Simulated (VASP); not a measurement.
# WS (P6_3/mmc) in VASP: single point with r2SCAN+U

Aim: the single point of WS with r2SCAN+U.

All numbers are computed with VASP 6.6.1; they aren't measurements. Logs are shortened: lines on timing, memory, paths and dates and some standing lists are left out, and cuts for length are marked.

## Step 1: The cell of the first run

The structure is hexagonal, space group P6_3/mmc (No. 194). The conventional cell has a = 3.645 Å, b = 3.645 Å, c = 6.293 Å, α = 90.00°, β = 90.00°, γ = 120.00°. W (site symmetry -3m) has 6 S at 2.63 Å and 2 W at 3.15 Å within 3.5 Å. S (site symmetry -6m2) has 6 W at 2.63 Å within 3.5 Å.

## Step 2: Single point, r2SCAN+U

The input, POSCAR:

```
WS
1.0
    3.6453705180      0.0000000000      0.0000000000
   -1.8226852590      3.1569834748      0.0000000000
    0.0000000000      0.0000000000      6.2934675001
W S
2 2
Direct
    0.0000000000      0.0000000000      0.0000000000
    0.0000000000      0.0000000000      0.5000000000
    0.3333333333      0.6666666667      0.2500000000
    0.6666666667      0.3333333333      0.7500000000
```

The input, INCAR.step1:

```
PREC = Accurate
ENCUT = 520
ISMEAR = 0
SIGMA = 0.1
LREAL = False
LASPH = True
NELM = 150
LMAXMIX = 4
LDAU = True
LDAUTYPE = 2
LDAUL = 2 -1
LDAUU = 6.2 0
LDAUJ = 0 0
NBANDS = 28
GGA = PE
ALGO = Normal
EDIFF = 1E-4
LWAVE = True
LCHARG = False
```

The input, INCAR.step2:

```
PREC = Accurate
ENCUT = 520
EDIFF = 1E-6
ISMEAR = 0
SIGMA = 0.1
LREAL = False
LASPH = True
NELM = 150
ALGO = Normal
ISIF = 2
LWAVE = False
LCHARG = True
LMAXMIX = 4
LDAU = True
LDAUTYPE = 2
LDAUL = 2 -1
LDAUU = 6.2 0
LDAUJ = 0 0
LDAUPRINT = 1
METAGGA = R2SCAN
LMIXTAU = True
LELF = True
LVHAR = True
NBANDS = 28
ISTART = 1
```

The input, KPOINTS:

```
Automatic mesh
0
Gamma
  12 12 6
```

Potentials or basis: VASP PAW PBE potentials, release 64 (W_sv, S).

Started as:

```bash
cat potpaw_PBE.64/W_sv/POTCAR potpaw_PBE.64/S/POTCAR > POTCAR
cp INCAR.step1 INCAR
mpirun -np 1 vasp_std > vasp.out
cp INCAR.step2 INCAR
mpirun -np 1 vasp_std > vasp.out
```

OUTCAR:

```text
PREC = Accurate
   ENCUT = 520
   EDIFF = 1E-6
   ISMEAR = 0
   LREAL = False
   LASPH = True
   NELM = 150
   ISIF = 2
   METAGGA = R2SCAN
   ISTART = 1

 ion  position               nearest neighbor table
   1  0.000  0.000  0.000-   3 2.63   4 2.63   4 2.63   3 2.63   4 2.63   3 2.63   2 3.15   2 3.15

   2  0.000  0.000  0.500-   3 2.63   4 2.63   4 2.63   3 2.63   4 2.63   3 2.63   1 3.15   1 3.15

   3  0.333  0.667  0.250-   1 2.63   2 2.63   1 2.63   2 2.63   1 2.63   2 2.63
   4  0.667  0.333  0.750-   1 2.63   2 2.63   1 2.63   2 2.63   1 2.63   2 2.63

  LATTYP: Found a hexagonal cell.
 ALAT       =     3.6453705180
 C/A-ratio  =     1.7264273876

  Lattice vectors:

 A1 = (   3.6453705180,   0.0000000000,   0.0000000000)
 A2 = (  -1.8226852590,   3.1569834748,   0.0000000000)
 A3 = (   0.0000000000,   0.0000000000,   6.2934675001)

Analysis of symmetry for initial positions (statically):
=====================================================================
 Subroutine PRICEL returns:
 Original cell was already a primitive cell.

 Routine SETGRP: Setting up the symmetry group for a
 hexagonal supercell.

 Subroutine GETGRP returns: Found 24 space group operations
 (whereof 12 operations were pure point group operations)
 out of a pool of 24 trial point group operations.

The static configuration has the point symmetry D_3d.
 The point group associated with its full space group is D_6h.

Analysis of symmetry for dynamics (positions and initial velocities):
=====================================================================
 Subroutine PRICEL returns:
 Original cell was already a primitive cell.

 Routine SETGRP: Setting up the symmetry group for a
 hexagonal supercell.
[... 185 lines left out ...]

atom =   2  type =  1  l = 2

 onsite density matrix

spin component  1

  0.3905  0.0000 -0.0000 -0.2506  0.0000
  0.0000  0.3690 -0.0000  0.0000 -0.2506
 -0.0000 -0.0000  0.1746 -0.0000  0.0000
 -0.2506  0.0000 -0.0000  0.3690 -0.0000
  0.0000 -0.2506  0.0000 -0.0000  0.3905

spin component  2

  0.3905  0.0000 -0.0000 -0.2506  0.0000
  0.0000  0.3690 -0.0000  0.0000 -0.2506
 -0.0000 -0.0000  0.1746 -0.0000  0.0000
 -0.2506  0.0000 -0.0000  0.3690 -0.0000
  0.0000 -0.2506  0.0000 -0.0000  0.3905

 occupancies and eigenvectors

  o =  0.1289  v = -0.6918  0.0000 -0.0000 -0.7221  0.0000  0.0000  0.0000  0.0000  0.0000  0.0000      0.0000  0.0000  0.0000  0.0000  0.0000  0.0000  0.0000  0.0000  0.0000  0.0000
  o =  0.1289  v =  0.0000  0.0000  0.0000  0.0000  0.0000 -0.6918  0.0000 -0.0000 -0.7221  0.0000      0.0000  0.0000  0.0000  0.0000  0.0000  0.0000  0.0000  0.0000  0.0000  0.0000
  o =  0.1289  v =  0.0000  0.7221 -0.0000  0.0000  0.6918  0.0000  0.0000  0.0000  0.0000  0.0000      0.0000  0.0000  0.0000  0.0000  0.0000  0.0000  0.0000  0.0000  0.0000  0.0000
  o =  0.1289  v =  0.0000  0.0000  0.0000  0.0000  0.0000  0.0000  0.7221 -0.0000  0.0000  0.6918      0.0000  0.0000  0.0000  0.0000  0.0000  0.0000  0.0000  0.0000  0.0000  0.0000
  o =  0.1746  v =  0.0000  0.0000  0.0000  0.0000  0.0000  0.0000  0.0000  1.0000 -0.0000  0.0000      0.0000  0.0000  0.0000  0.0000  0.0000  0.0000  0.0000  0.0000  0.0000  0.0000
  o =  0.1746  v =  0.0000  0.0000  1.0000 -0.0000  0.0000  0.0000  0.0000  0.0000  0.0000  0.0000      0.0000  0.0000  0.0000  0.0000  0.0000  0.0000  0.0000  0.0000  0.0000  0.0000
  o =  0.6306  v = -0.7221  0.0000  0.0000  0.6918 -0.0000  0.0000  0.0000  0.0000  0.0000  0.0000      0.0000  0.0000  0.0000  0.0000  0.0000  0.0000  0.0000  0.0000  0.0000  0.0000
  o =  0.6306  v =  0.0000  0.0000  0.0000  0.0000  0.0000 -0.7221  0.0000  0.0000  0.6918 -0.0000      0.0000  0.0000  0.0000  0.0000  0.0000  0.0000  0.0000  0.0000  0.0000  0.0000
  o =  0.6306  v =  0.0000 -0.6918  0.0000 -0.0000  0.7221  0.0000  0.0000  0.0000  0.0000  0.0000      0.0000  0.0000  0.0000  0.0000  0.0000  0.0000  0.0000  0.0000  0.0000  0.0000
  o =  0.6306  v =  0.0000  0.0000  0.0000  0.0000  0.0000  0.0000 -0.6918  0.0000 -0.0000  0.7221      0.0000  0.0000  0.0000  0.0000  0.0000  0.0000  0.0000  0.0000  0.0000  0.0000

 number of electron      40.0000000 magnetization

 Free energy of the ion-electron system (eV)
  ---------------------------------------------------
  ext. energy  EPLUGINS =         0.00000000
  ---------------------------------------------------
  free energy    TOTEN  =      -104.04158851 eV

  energy without entropy =     -104.02279591  energy(sigma->0) =     -104.03219221

 E-fermi :   8.7882     XC(G=0): -12.2616

 val. band max:        8.7800352832   @ k =   0.4167   0.1667   0.1667
 cond. band min:       8.7907049750   @ k =   0.4167  -0.0000   0.0000
 fundamental gap:      0.0106696919
 Fermi energy:         8.7882202993

 k-point     1 :       0.0000    0.0000    0.0000
  band No.  band energies     occupation
      1     -67.9596      2.00000
      2     -67.9491      2.00000
      3     -31.9097      2.00000
      4     -31.6563      2.00000
      5     -31.3487      2.00000
      6     -31.3487      2.00000
[... 733 lines left out ...]
     27      13.4540      0.00000
     28      14.3689      0.00000

 [... further k-points ...]

------------------------ aborting loop because EDIFF is reached ----------------------------------------

  FORCE on cell =-STRESS in cart. coord.  units (eV):
  Direction    XX          YY          ZZ          XY          YZ          ZX
  --------------------------------------------------------------------------------------
  -------------------------------------------------------------------------------------
  Total       -6.6138002     -6.6138002     -2.6182701      0.0000000     -0.0000000      0.0000000
  in kB     -146.3044964   -146.3044964    -57.9189998      0.0000000     -0.0000000      0.0000000
  external PRESSURE =    -116.8426642 kB  Pullay stress =       0.0000000 kB

 VOLUME and BASIS-vectors are now :
 -----------------------------------------------------------------------------
  energy-cutoff  :      520.00
  volume of cell :       72.43
      direct lattice vectors                 reciprocal lattice vectors
     3.645370518  0.000000000  0.000000000     0.274320538  0.158379036  0.000000000
    -1.822685259  3.156983475  0.000000000     0.000000000  0.316758072  0.000000000
     0.000000000  0.000000000  6.293467500     0.000000000  0.000000000  0.158894918

 POSITION                                       TOTAL-FORCE (eV/Angst)
 -----------------------------------------------------------------------------------
      0.00000      0.00000      0.00000         0.000000      0.000000      0.000000
      0.00000      0.00000      3.14673         0.000000      0.000000      0.000000
     -0.00000      2.10466      1.57337        -0.000000      0.000000     -0.000000
      1.82269      1.05233      4.72010         0.000000      0.000000      0.000000
 -----------------------------------------------------------------------------------
    total drift:                               -0.000000     -0.000000      0.000000

  FREE ENERGIE OF THE ION-ELECTRON SYSTEM (eV)
  ---------------------------------------------------
  free  energy   TOTEN  =      -104.0415885114 eV

  energy  without entropy=     -104.0227959114  energy(sigma->0) =     -104.03219221
```

OSZICAR.step1:

```text
N       E                     dE             d eps       ncg     rms          rms(c)
DAV:   1     0.398612757626E+03    0.39861E+03   -0.21221E+04  4392   0.149E+03
DAV:   2     0.211384306739E+01   -0.39650E+03   -0.38658E+03  4688   0.428E+02
DAV:   3    -0.200931894378E+02   -0.22207E+02   -0.21538E+02  5428   0.920E+01
DAV:   4    -0.205986280453E+02   -0.50544E+00   -0.50036E+00  5160   0.140E+01
[... 10 lines left out ...]
DAV:  15    -0.190829147533E+02   -0.52850E-03   -0.19213E-02  4984   0.387E-01    0.765E-02
DAV:  16    -0.190832000687E+02   -0.28532E-03   -0.37075E-03  4916   0.221E-01    0.233E-02
DAV:  17    -0.190831716802E+02    0.28388E-04   -0.20256E-03  3840   0.121E-01    0.278E-02
DAV:  18    -0.190832583092E+02   -0.86629E-04   -0.14496E-03  3612   0.117E-01    0.723E-03
DAV:  19    -0.190832644749E+02   -0.61657E-05   -0.18714E-04  2260   0.448E-02
   1 F= -.19083264E+02 E0= -.19073655E+02  d E =-.192195E-01
```

Wall time 11 min (1 thread of Intel Xeon 8259CL, shared host); peak memory 0.28 GiB.

What came out:

- Free energy: -104.0416 eV
- Pressure: -11.7 GPa
- Band gap on the k mesh: zero (bands 20 and 21 overlap by 1.72 eV)

Levels at points of the mesh, in eV from the Fermi level:
```tsv
k point	band 16	band 17	band 18	band 19	band 20	band 21	band 22	band 23	band 24	band 25
(0.00, 0.00, 0.00)	-3.16	-2.48	-2.48	-2.40	-1.34	-1.34	1.18	1.33	1.33	2.83
(0.50, 0.00, 0.00)	-4.36	-3.40	-1.90	-0.14	0.09	1.17	2.13	2.21	3.30	3.53
(0.00, 0.00, 0.50)	-4.43	-1.78	-1.78	-1.78	-1.78	-0.29	-0.29	2.97	2.97	2.97
(0.50, 0.00, 0.50)	-5.12	-2.41	-2.41	0.11	0.11	1.78	1.78	1.98	1.98	2.96
```

Eigenvalues of the final occupation matrices:
| site | spin | trace | eigenvalues |
| --- | --- | --- | --- |
| site 1 d | 1 | 1.69 | 0.13 0.13 0.17 0.63 0.63 |
| site 1 d | 2 | 1.69 | 0.13 0.13 0.17 0.63 0.63 |
| site 2 d | 1 | 1.69 | 0.13 0.13 0.17 0.63 0.63 |
| site 2 d | 2 | 1.69 | 0.13 0.13 0.17 0.63 0.63 |

Caveat: the cell stands under tension; the PAW data sets were made with another functional, which shifts forces and pressure a little; spin-orbit coupling is left out, which moves the levels of the heavy elements; U without spin polarisation on a metal has little footing.
